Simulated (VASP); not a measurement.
Input of a VASP 6.6.1 run:

File INCAR:

```
SYSTEM = Ga
PREC     = Accurate       ! precision mode
ENCUT    = 520            ! plane-wave cutoff, eV
EDIFF    = 1E-6           ! SCF threshold, eV
ISMEAR   = -1             ! smearing method
SIGMA    = 0.06122561905347299 ! smearing width, eV
LREAL    = .FALSE.        ! projectors in reciprocal space
LASPH    = .TRUE.         ! aspherical terms in the spheres
NELM     = 60             ! most SCF steps
ALGO     = Normal         ! electronic algorithm
ISIF     = 2              ! what is computed and relaxed
LWAVE    = .FALSE.        ! write WAVECAR
LCHARG   = .TRUE.         ! write CHGCAR
GGA      = PE             ! functional
LELF     = .TRUE.         ! ELF
LVHAR    = .TRUE.       
NBANDS   = 12             ! bands
```

File KPOINTS:

```
Automatic mesh
0
G
  20 20 20
  0 0 0
```

File POSCAR:

```
Ga
1.0
    2.7201811983      0.0000000000      0.0000000000
    0.0000000000      2.7201811983      0.0000000000
    0.0000000000      0.0000000000      2.7201811983
Ga
1
Direct
    0.0000000000      0.0000000000      0.0000000000
```

Potentials or basis: VASP PAW PBE potentials, release 64 (Ga_d).

Run with:

```console
$ cat potpaw_PBE.64/Ga_d/POTCAR > POTCAR
$ mpirun -np 1 vasp_std > vasp.out
```

Q: Estimate the pressure.

A: -0.1 GPa.

Q: Estimate the band gap on the k mesh.

A: Zero (an odd number of electrons rules out a gap without spin polarisation).
